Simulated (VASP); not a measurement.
# Sb2S3 (Pnma) in VASP: electric field gradients with PBE

Aim: the electric field gradients of Sb2S3 with PBE.

All numbers are computed with VASP 6.6.1; they aren't measurements. Logs are shortened: lines on timing, memory, paths and dates and some standing lists are left out, and cuts for length are marked.

### Step 1. The cell of the first run

The structure is orthorhombic, space group Pnma (No. 62). Conventional cell: a = 11.311 Å, b = 3.839 Å, c = 11.223 Å, α = 90.00°, β = 90.00°, γ = 90.00°. Within 3.3 Å of Sb (site symmetry m) lie 6 S at 2.52 to 3.16 Å. Sb (site symmetry m) has 5 S at 2.46 to 2.85 Å within 3.2 Å. Within 4.0 Å of S (site symmetry m) lie 4 Sb at 2.52 to 3.64 Å and 10 S at 3.41 to 3.96 Å. Within 3.2 Å of S (site symmetry m) lie 5 Sb at 2.46 to 3.11 Å. Within 3.9 Å of S (site symmetry m) lie 5 Sb at 2.54 to 3.37 Å and 8 S at 3.41 to 3.84 Å.

### Step 2. Electric field gradients, PBE

Input file INCAR:

```
SYSTEM = Sb2S3
PREC     = Accurate       ! precision mode
ENCUT    = 400            ! plane-wave cutoff, eV
EDIFF    = 1E-8           ! SCF threshold, eV
ISMEAR   = -1             ! smearing method
SIGMA    = 0.02           ! smearing width, eV
LREAL    = .FALSE.        ! projectors in reciprocal space
LASPH    = .TRUE.         ! aspherical terms in the spheres
NELM     = 120            ! most SCF steps
ALGO     = Normal         ! electronic algorithm
ISIF     = 2              ! what is computed and relaxed
LWAVE    = .FALSE.        ! write WAVECAR
LCHARG   = .FALSE.        ! write CHGCAR
GGA      = PE             ! functional
LEFG     = .TRUE.       
NBANDS   = 72             ! bands
GGA_COMPAT= .FALSE.
```

Input file KPOINTS:

```
regular mesh
0
G
  3 7 3
  0 0 0
```

Input file POSCAR:

```
Sb2S3
1.0
   11.3110000000      0.0000000000      0.0000000000
    0.0000000000      3.8389000000      0.0000000000
    0.0000000000      0.0000000000     11.2230000000
Sb S
8 12
Direct
    0.4706100000      0.2500000000      0.3259500000
    0.0293900000      0.7500000000      0.8259500000
    0.9706100000      0.2500000000      0.1740500000
    0.5293900000      0.7500000000      0.6740500000
    0.3505900000      0.7500000000      0.0360200000
    0.1494100000      0.2500000000      0.5360200000
    0.8505900000      0.7500000000      0.4639800000
    0.6494100000      0.2500000000      0.9639800000
    0.2921400000      0.2500000000      0.1918100000
    0.2078600000      0.7500000000      0.6918100000
    0.7921400000      0.2500000000      0.3081900000
    0.7078600000      0.7500000000      0.8081900000
    0.5498000000      0.7500000000      0.1230000000
    0.9502000000      0.2500000000      0.6230000000
    0.0498000000      0.7500000000      0.3770000000
    0.4502000000      0.2500000000      0.8770000000
    0.3751000000      0.7500000000      0.4389000000
    0.1249000000      0.2500000000      0.9389000000
    0.8751000000      0.7500000000      0.0611000000
    0.6249000000      0.2500000000      0.5611000000
```

Potentials or basis: VASP PAW PBE potentials, release 64 (Sb, S).

Run with:

```bash
cat potpaw_PBE.64/Sb/POTCAR potpaw_PBE.64/S/POTCAR > POTCAR
mpirun -np 1 vasp_std > vasp.out
```

OUTCAR:

```text
SYSTEM = Sb2S3
   PREC = Accurate
   ENCUT = 400
   EDIFF = 1E-8
   ISMEAR = -1
   LREAL = .FALSE.
   LASPH = .TRUE.
   NELM = 120
   ISIF = 2
   GGA = PE

 ion  position               nearest neighbor table
   1  0.471  0.250  0.326-   9 2.52  17 2.54  17 2.54  13 3.11  13 3.11  20 3.16
   2  0.029  0.750  0.826-  10 2.52  18 2.54  18 2.54  14 3.11  14 3.11  19 3.16
   3  0.971  0.250  0.174-  11 2.52  19 2.54  19 2.54  15 3.11  15 3.11  18 3.16
   4  0.529  0.750  0.674-  12 2.52  20 2.54  20 2.54  16 3.11  16 3.11  17 3.16
   5  0.351  0.750  0.036-  13 2.46   9 2.68   9 2.68  16 2.85  16 2.85
   6  0.149  0.250  0.536-  14 2.46  10 2.68  10 2.68  15 2.85  15 2.85
   7  0.851  0.750  0.464-  15 2.46  11 2.68  11 2.68  14 2.85  14 2.85
   8  0.649  0.250  0.964-  16 2.46  12 2.68  12 2.68  13 2.85  13 2.85
   9  0.292  0.250  0.192-   1 2.52   5 2.68   5 2.68
  10  0.208  0.750  0.692-   2 2.52   6 2.68   6 2.68
  11  0.792  0.250  0.308-   3 2.52   7 2.68   7 2.68
  12  0.708  0.750  0.808-   4 2.52   8 2.68   8 2.68
  13  0.550  0.750  0.123-   5 2.46   8 2.85   8 2.85   1 3.11   1 3.11
  14  0.950  0.250  0.623-   6 2.46   7 2.85   7 2.85   2 3.11   2 3.11
  15  0.050  0.750  0.377-   7 2.46   6 2.85   6 2.85   3 3.11   3 3.11
  16  0.450  0.250  0.877-   8 2.46   5 2.85   5 2.85   4 3.11   4 3.11
  17  0.375  0.750  0.439-   1 2.54   1 2.54   4 3.16
  18  0.125  0.250  0.939-   2 2.54   2 2.54   3 3.16
  19  0.875  0.750  0.061-   3 2.54   3 2.54   2 3.16
  20  0.625  0.250  0.561-   4 2.54   4 2.54   1 3.16

  LATTYP: Found a simple orthorhombic cell.
 ALAT       =     3.8389000000
 B/A-ratio  =     2.9234937091
 C/A-ratio  =     2.9464169424

  Lattice vectors:

 A1 = (   0.0000000000,   3.8389000000,   0.0000000000)
 A2 = (   0.0000000000,   0.0000000000,  11.2230000000)
 A3 = (  11.3110000000,   0.0000000000,   0.0000000000)

Analysis of symmetry for initial positions (statically):
=====================================================================
 Subroutine PRICEL returns:
 Original cell was already a primitive cell.

 Routine SETGRP: Setting up the symmetry group for a
 simple orthorhombic supercell.

 Subroutine GETGRP returns: Found  8 space group operations
 (whereof  2 operations were pure point group operations)
 out of a pool of  8 trial point group operations.

The static configuration has the point symmetry S_2 .
[... 1335 lines left out ...]

  FORCE on cell =-STRESS in cart. coord.  units (eV):
  Direction    XX          YY          ZZ          XY          YZ          ZX
  --------------------------------------------------------------------------------------
  -------------------------------------------------------------------------------------
  Total        9.4208423      6.7328378      6.2665192      0.0000000     -0.0000000      0.0000000
  in kB       30.9730199     22.1356343     20.6025128      0.0000000     -0.0000000      0.0000000
  external PRESSURE =      24.5703890 kB  Pullay stress =       0.0000000 kB

 VOLUME and BASIS-vectors are now :
 -----------------------------------------------------------------------------
  energy-cutoff  :      400.00
  volume of cell :      487.32
      direct lattice vectors                 reciprocal lattice vectors
    11.311000000  0.000000000  0.000000000     0.088409513  0.000000000  0.000000000
     0.000000000  3.838900000  0.000000000     0.000000000  0.260491287  0.000000000
     0.000000000  0.000000000 11.223000000     0.000000000  0.000000000  0.089102735

 POSITION                                       TOTAL-FORCE (eV/Angst)
 -----------------------------------------------------------------------------------
      5.32307      0.95973      3.65814         0.327996     -0.000000     -0.085328
      0.33243      2.87918      9.26964        -0.327996      0.000000     -0.085328
     10.97857      0.95973      1.95336         0.327996      0.000000      0.085328
      5.98793      2.87918      7.56486        -0.327996     -0.000000      0.085328
      3.96552      2.87918      0.40425        -0.176917     -0.000000     -0.187642
      1.68998      0.95973      6.01575         0.176917     -0.000000     -0.187642
[... 12 lines left out ...]
      9.89826      2.87918      0.68573        -0.148634     -0.000000     -0.189830
      7.06824      0.95973      6.29723         0.148634     -0.000000     -0.189830
 -----------------------------------------------------------------------------------
    total drift:                               -0.000000      0.000000     -0.000000

  FREE ENERGIE OF THE ION-ELECTRON SYSTEM (eV)
  ---------------------------------------------------
  free  energy   TOTEN  =       -87.5444634888 eV

  energy  without entropy=      -87.5444634888  energy(sigma->0) =      -87.54446349

 Electric field gradients (V/A^2)
---------------------------------------------------------------------
 ion       V_xx      V_yy      V_zz      V_xy      V_xz      V_yz
---------------------------------------------------------------------
   1    -147.563    44.835   102.728    -0.000    24.771    -0.000
   2    -147.563    44.835   102.728     0.000   -24.771     0.000
   3    -147.563    44.835   102.728    -0.000   -24.771    -0.000
   4    -147.563    44.835   102.728     0.000    24.771    -0.000
   5     -97.413    94.170     3.244     0.000  -139.323     0.000
   6     -97.413    94.170     3.244    -0.000   139.323     0.000
[... 12 lines left out ...]
  19     -62.170    91.450   -29.280    -0.000    82.151     0.000
  20     -62.170    91.450   -29.280    -0.000   -82.151    -0.000
---------------------------------------------------------------------

 Electric field gradients after diagonalization (V/A^2)
 (convention: |V_zz| > |V_xx| > |V_yy|)
----------------------------------------------------------------------
 ion       V_xx      V_yy      V_zz     asymmetry (V_yy - V_xx)/ V_zz
----------------------------------------------------------------------
   1     105.156    44.835  -149.991       0.402
   2     105.156    44.835  -149.991       0.402
   3     105.156    44.835  -149.991       0.402
   4     105.156    44.835  -149.991       0.402
   5     101.050    94.170  -195.219       0.035
   6     101.050    94.170  -195.219       0.035
[... 12 lines left out ...]
  19      91.450    38.055  -129.506       0.412
  20      91.450    38.055  -129.506       0.412
----------------------------------------------------------------------

           NMR quadrupolar parameters

 Cq : quadrupolar parameter    Cq=e*Q*V_zz/h
 eta: asymmetry parameters     (V_yy - V_xx)/ V_zz
 Q  : nuclear electric quadrupole moment in mb (millibarn)
----------------------------------------------------------------------
 ion       Cq(MHz)       eta       Q (mb)
----------------------------------------------------------------------
   1      -0.363       0.402       1.000
   2      -0.363       0.402       1.000
   3      -0.363       0.402       1.000
   4      -0.363       0.402       1.000
   5      -0.472       0.035       1.000
   6      -0.472       0.035       1.000
[... 12 lines left out ...]
  19      -0.313       0.412       1.000
  20      -0.313       0.412       1.000
----------------------------------------------------------------------
```

stdout:

```text
POSCAR found type information on POSCAR SbS
 POSCAR found :  2 types and      20 ions
 scaLAPACK will be used
 -----------------------------------------------------------------------------
|                                                                             |
|                                                                             |
|     You have a (more or less) 'large supercell' and for larger cells it     |
|     might be more efficient to use real-space projection operators.         |
|     Therefore, try LREAL= Auto in the INCAR file.                           |
|     Mind: For very accurate calculation, you might also keep the            |
|     reciprocal projection scheme (i.e. LREAL=.FALSE.).                      |
|                                                                             |
 -----------------------------------------------------------------------------

 LDA part: xc-table for (Slater+PW92), standard interpolation
 POSCAR, INCAR and KPOINTS ok, starting setup
 FFT: planning ... GRIDC
 FFT: planning ... GRID_SOFT
 FFT: planning ... GRID
 WAVECAR not read
 entering main loop
ion   1

ion   2

ion   3

ion   4

ion   5

ion   6

ion   7

ion   8

ion   9

ion  10

ion  11

ion  12

ion  13

ion  14

ion  15

ion  16

ion  17

ion  18

ion  19

ion  20
```

Run time: 22 min. Hardware: 1 thread of Intel Xeon 8259CL, shared host; peak memory 0.55 GiB.

What came out:

| Property | Result |
| --- | --- |
| Free energy | -87.5445 eV |
| Pressure | 2.5 GPa |
| Largest force | 0.339 eV/Å |
| Band gap on the k mesh | 1.29 eV (least direct gap 1.40 eV) |
| Largest electric field gradient by atom | Sb -150.0, -195.2 (each value once); S +47.7, +65.4, -129.5 (each value once) V/Å² |

Forces on the atoms (eV/Å):
```
Sb   0.328  0.000 -0.085
Sb  -0.328  0.000 -0.085
Sb   0.328  0.000  0.085
Sb  -0.328  0.000  0.085
Sb  -0.177  0.000 -0.188
Sb   0.177  0.000 -0.188
Sb  -0.177  0.000  0.188
Sb   0.177  0.000  0.188
S   -0.193  0.000 -0.066
S    0.193  0.000 -0.066
S   -0.193  0.000  0.066
S    0.193  0.000  0.066
S    0.257  0.000  0.150
S   -0.257  0.000  0.150
S    0.257  0.000 -0.150
S   -0.257  0.000 -0.150
S   -0.149  0.000  0.190
S    0.149  0.000  0.190
S   -0.149  0.000 -0.190
S    0.149  0.000 -0.190
```

Levels at points of the mesh, in eV from the valence-band top:
```tsv
k point	band 52	band 53	band 54	band 55	band 56	band 57	band 58	band 59	band 60	band 61
(0.00, 0.00, 0.00)	-0.39	-0.22	-0.22	-0.20	0.00	1.40	1.53	1.56	1.77	2.14
```

Electric field gradients, principal values (V/Å²):
| atom | least | middle | greatest (by size) |
| --- | --- | --- | --- |
| 1 Sb | 44.835 | 105.156 | -149.991 |
| 2 Sb | 44.835 | 105.156 | -149.991 |
| 3 Sb | 44.835 | 105.156 | -149.991 |
| 4 Sb | 44.835 | 105.156 | -149.991 |
| 5 Sb | 94.170 | 101.050 | -195.219 |
| 6 Sb | 94.170 | 101.050 | -195.219 |
| 7 Sb | 94.170 | 101.050 | -195.219 |
| 8 Sb | 94.170 | 101.050 | -195.219 |
| 9 S | -4.683 | -42.972 | 47.655 |
| 10 S | -4.683 | -42.972 | 47.655 |
| 11 S | -4.683 | -42.972 | 47.655 |
| 12 S | -4.683 | -42.972 | 47.655 |
| 13 S | -7.393 | -58.023 | 65.416 |
| 14 S | -7.393 | -58.023 | 65.416 |
| 15 S | -7.393 | -58.023 | 65.416 |
| 16 S | -7.393 | -58.023 | 65.416 |
| 17 S | 38.055 | 91.450 | -129.506 |
| 18 S | 38.055 | 91.450 | -129.506 |
| 19 S | 38.055 | 91.450 | -129.506 |
| 20 S | 38.055 | 91.450 | -129.506 |

Caveat: without QUAD_EFG the Cq values of the log hold for a quadrupole moment of 1 mb, not for the nuclei; spin-orbit coupling is left out, which moves the levels of the heavy elements; an odd mesh through Γ misses points on the zone boundary, where band edges can lie.
